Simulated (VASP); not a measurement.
The system is Sn.

```
Sn
1.0
     5.72104    0.00000    0.00000
     0.00000    5.72104    0.00000
     0.00000    0.00000    2.67264
Sn
3
Cartesian
  0.0000 0.0000 0.0000
  0.0000 2.8605 0.0000
  2.8605 0.0000 0.0000
```

```yaml
Program: VASP 6.6.1
Task: relaxation of cell and atoms
Functional: PBE
Potentials_or_basis: VASP PAW PBE potentials, release 64 (Sn_d)
Cutoff: 600 eV
k_mesh: 4 × 4 × 6
Occupations: gaussian, width 0.1 eV
Spin: no spin polarisation
```

At the start: pressure 14.0 GPa; volume 29.16 Å³/atom.

Problem. Where does the relaxation end?

Solution. Over 7 steps the energy falls by 347.7 meV/atom and the volume is 35.77 Å³/atom (+22.7 %); space group P4/mmm (No. 123, to 0.05 Å).

The path:
| step | energy change (eV) | largest force (eV/Å) | pressure (GPa) | volume (Å³) |
| --- | --- | --- | --- | --- |
| 1 | 0.0000 | 0.0000 | 13.99 | 87.48 |
| 2 | -0.7431 | 0.0000 | -2.52 | 122.39 |
| 3 | -1.0372 | 0.0000 | 0.47 | 105.84 |
| 4 | -1.0371 | 0.0000 | 0.61 | 105.46 |
| 5 | -1.0428 | 0.0000 | 0.03 | 107.22 |
| 6 | -1.0429 | 0.0000 | 0.10 | 106.98 |
| 7 | -1.0431 | 0.0000 | -0.02 | 107.30 |

Final structure:
```
Sn
1.0
     5.92970    0.00000    0.00000
     0.00000    5.92970    0.00000
     0.00000    0.00000    3.05158
Sn
3
Direct
  0.00000 0.00000 0.00000
  0.00000 0.50000 0.00000
  0.50000 0.00000 0.00000
```

Caveat: the k points lie up to 0.34 Å⁻¹ apart in the final cell; the volume moved by over 15 % at a fixed basis, so the end points are rough.
